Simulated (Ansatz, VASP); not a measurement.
# Two plane-wave programs on As

File INCAR:

```
SYSTEM = As
ALGO     = Normal         ! electronic algorithm
DIPOL    = 0.5 0.5 0.256
EDIFF    = 1E-6           ! SCF threshold, eV
ENCUT    = 400            ! plane-wave cutoff, eV
GGA      = PE             ! functional
GGA_COMPAT= .False.      
IDIPOL   = 3            
ISIF     = 2              ! what is computed and relaxed
ISMEAR   = 0              ! smearing method
IVDW     = 12             ! dispersion correction
LASPH    = .True.         ! aspherical terms in the spheres
LCHARG   = .True.         ! write CHGCAR
LDIPOL   = .True.       
LELF     = .True.         ! ELF
LREAL    = .False.        ! projectors in reciprocal space
LVACPOTAV= .True.       
LVHAR    = .True.       
LWAVE    = .False.        ! write WAVECAR
NBANDS   = 22             ! bands
NELM     = 120            ! most SCF steps
NELMDL   = -8           
PREC     = Accurate       ! precision mode
SIGMA    = 0.05           ! smearing width, eV
```

The input KPOINTS:

```
k-points
0
Gamma
  9 9 1
  0 0 0
```

File POSCAR:

```
As
1.0
    3.5713375816      0.0000000000      0.0000000000
   -1.7856687908      3.0928690711      0.0000000000
    0.0000000000      0.0000000000     20.2952790253
As
2
Direct
    0.3333333333      0.6666666667      0.2905916940
    0.6666666667      0.3333333333      0.2217264416
```

Input for Ansatz:

```yaml
crystal:
  lattice:
    - [3.5713375816, 0.0, 0.0]
    - [-1.7856687908, 3.0928690711, 0.0]
    - [0.0, 0.0, 20.2952790253]
  atoms:
    - { symbol: As, position: [0.3333333333, 0.6666666667, 0.290591694] }
    - { symbol: As, position: [0.6666666667, 0.3333333333, 0.2217264416] }
basis:
  ecutwfc: 420
kpoints:
  mp_grid: { grid: [9, 9, 1] }
hamiltonian:
  xc: pbe
  dispersion: d3bj
scf:
  occupations: { method: gaussian, width: 0.05 }
output:
  forces: true
  eigenvalues: true
efield:
  axis: 3
  dipole_correction: true
  ramp_width: 0.04
```

Alike in both runs: task single point; functional PBE; dispersion D3(BJ); k mesh 9 × 9 × 1; occupations gaussian, width 0.05 eV; no spin polarisation.

|  | VASP | Ansatz |
| --- | --- | --- |
| version | VASP 6.6.1 | Ansatz 0.2.0 |
| potentials or method | VASP PAW PBE potentials, release 64 (As_d), cutoff 400 eV | scalar-relativistic, plane waves, PAW |
| valence electrons in the cell | 30 | 30 |

```csv
,VASP,Ansatz,Ansatz less VASP
gap on the k mesh at the Fermi level (eV),1.55,1.55,-0.004
least direct gap on the mesh (eV),2.04,2.05,+0.004
rms of the force components (eV/Å),0.015,0.000,-0.0151
```

Atom by atom the forces differ by 0.015 eV/Å (rms over components).
